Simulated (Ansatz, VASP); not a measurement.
## AlIn2N3 in VASP and in Ansatz

```
Al In N
1.0
     3.57692   -5.95843    0.00000
     3.57692    5.95843    0.00000
     0.00000    0.00000    3.28809
Al In N
1 2 3
Direct
  0.50000 0.50000 0.50000
  0.17060 0.82940 0.00000
  0.82940 0.17060 0.00000
  0.00000 0.50000 0.00000
  0.50000 0.00000 0.00000
  0.00000 0.00000 0.00000
```

Alike in both runs: task relaxation of cell and atoms; functional PBE; k mesh 4 × 4 × 6; occupations gaussian, width 0.1 eV; collinear spin.

|  | VASP | Ansatz |
| --- | --- | --- |
| version | VASP 6.6.1 | Ansatz 0.2.0 |
| potentials or method | VASP PAW PBE potentials, release 64 (Al, In_d, N), cutoff 600 eV | scalar-relativistic, plane waves, PAW |
| valence electrons in the cell | 44 | 44 |

Ansatz gave:

```
gap on the k mesh at the Fermi level, each at its own relaxed structure (eV) : none
net moment per atom (μB)                                                     : 0.35
size of the moment on the site where the two differ most (μB)                : 0.72
relaxed volume (Å³/atom)                                                     : 23.10
relaxed cell length with the largest relative difference (Å)                 : 3.252
```

Question: Estimate VASP's values.

Answer: gap on the k mesh at the Fermi level, each at its own relaxed structure (eV): none; net moment per atom (μB): 0.35; size of the moment on the site where the two differ most (μB): 0.64; relaxed volume (Å³/atom): 22.96; relaxed cell length with the largest relative difference (Å): 3.227.

Site moments also hang on the region over which each program counts them. A gap of «none» marks a metal or a gap that the smearing closes.
